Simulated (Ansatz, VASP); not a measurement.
## CoSn3 in VASP and in Ansatz

```xyz
4
Lattice="0.0000 3.4793 3.4793 3.4793 0.0000 3.4793 3.4793 3.4793 0.0000" Properties=species:S:1:pos:R:3 pbc="T T T"
Sn    1.7397    1.7397    1.7397
Sn    5.2190    5.2190    5.2190
Sn    3.4793    3.4793    3.4793
Co    0.0000    0.0000    0.0000
```

Alike in both runs: functional PBEsol; k mesh 10 × 10 × 10; occupations gaussian, width 0.1 eV; collinear spin.

Ansatz relaxed the structure, and its values are those at the end. VASP's run is a single point on that final structure, the one shown.

```csv
,VASP,Ansatz
version,VASP 6.6.1,Ansatz 0.2.0
potentials or method,"VASP PAW PBE potentials, release 64 (Sn_d, Co), cutoff 520 eV","scalar-relativistic, plane waves, PAW"
valence electrons in the cell,51,59
```

|  | VASP | Ansatz | Ansatz less VASP |
| --- | --- | --- | --- |
| gap on the k mesh at the Fermi level (eV) | none | none | - |
| pressure (GPa) | -0.1 | 0.0 | +0.08 |
| net moment per atom (μB) | 0.19 | 0.19 | +0.003 |
| size of the moment on the site where the two differ most (μB) | 0.96 | 0.98 | +0.021 |

VASP's potentials were made for PBE, not for PBEsol. Site moments also hang on the region over which each program counts them. A gap of «none» marks a metal or a gap that the smearing closes. The functional is the same, so the differences come from potentials, cutoffs and numerics. VASP's potentials hold 51 valence electrons a cell and Ansatz's 59, so a difference there can come from the potentials and not from the codes.
